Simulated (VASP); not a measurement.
A run of VASP 6.6.1 is set up as follows.

Contents of INCAR:

```
PREC = Accurate
ENCUT = 520
EDIFF = 1E-7
ISMEAR = 0
SIGMA = 0.05
LREAL = False
LASPH = True
NELM = 80
ALGO = Normal
ISIF = 2
LWAVE = False
LCHARG = True
GGA = PE
LELF = True
LVHAR = True
NBANDS = 20
```

The input KPOINTS:

```
regular mesh
0
Gamma
  8 8 8
```

POSCAR

```
ScSi3
1.0
    4.0935618649      0.0000000000      0.0000000000
    0.0000000000      4.0935618649      0.0000000000
    0.0000000000      0.0000000000      4.0935618649
Sc Si
1 3
Direct
    0.0000000000      0.0000000000      0.0000000000
    0.0000000000      0.5000000000      0.5000000000
    0.5000000000      0.5000000000      0.0000000000
    0.5000000000      0.0000000000      0.5000000000
```

Potentials or basis: VASP PAW PBE potentials, release 64 (Sc_sv, Si).

Command:

```console
$ cat potpaw_PBE.64/Sc_sv/POTCAR potpaw_PBE.64/Si/POTCAR > POTCAR
$ mpirun -np 1 vasp_std > vasp.out
```

(1) Estimate the pressure.

## Answers

(1) -7.4 GPa.
